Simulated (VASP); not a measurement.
Write the native input for VASP 6.6.1 that does the following.

* Task: single point
* Functional: PBEsol
* Potentials or basis: VASP PAW PBE potentials, release 64 (Au)
* Cutoff: 520 eV
* k mesh: 20 × 20 × 20
* Occupations: gaussian, width 0.15 eV
* Spin: no spin polarisation
* Dipole correction: no
* Further INCAR settings: ALGO = Normal; EDIFF = 1e-06; NBANDS = 12

The structure of Au lies in POSCAR:

```
Au
1.0
   -1.6821280350      1.6821280350      1.6324099650
    1.6821280350     -1.6821280350      1.6324099650
    1.6821280350      1.6821280350     -1.6324099650
Au
1
Direct
    0.0000000000      0.0000000000      0.0000000000
```

This cell differs from its parent crystal: strain +0.015 along x and y, -0.015 along z.

One way to write it, as run:

INCAR

```
SYSTEM = Au
ALGO = Normal
EDIFF = 1E-6
ENCUT = 520
GGA = PS
ISIF = 2
ISMEAR = 0
LASPH = .TRUE.
LCHARG = .FALSE.
LREAL = .FALSE.
LWAVE = .FALSE.
NBANDS = 12
NELM = 100
PREC = Accurate
SIGMA = 0.15
```

KPOINTS

```
k-points
0
G
  20 20 20
  0 0 0
```

Potentials or basis: VASP PAW PBE potentials, release 64 (Au).

Command:

```sh
$ cat potpaw_PBE.64/Au/POTCAR > POTCAR
$ mpirun -np 1 vasp_std > vasp.out
```

Results of the run:

The pressure is -11.2 GPa.

Caveat: the cell differs from its parent crystal (strain +0.015 along x and y, -0.015 along z); the PAW data sets were made with another functional, which shifts forces and pressure a little.

Wall time 53 s on 1 thread of Intel(R) Xeon(R) Platinum 8375C CPU @ 2.90GHz (Ice Lake), on a shared host, peak memory 0.25 GiB.
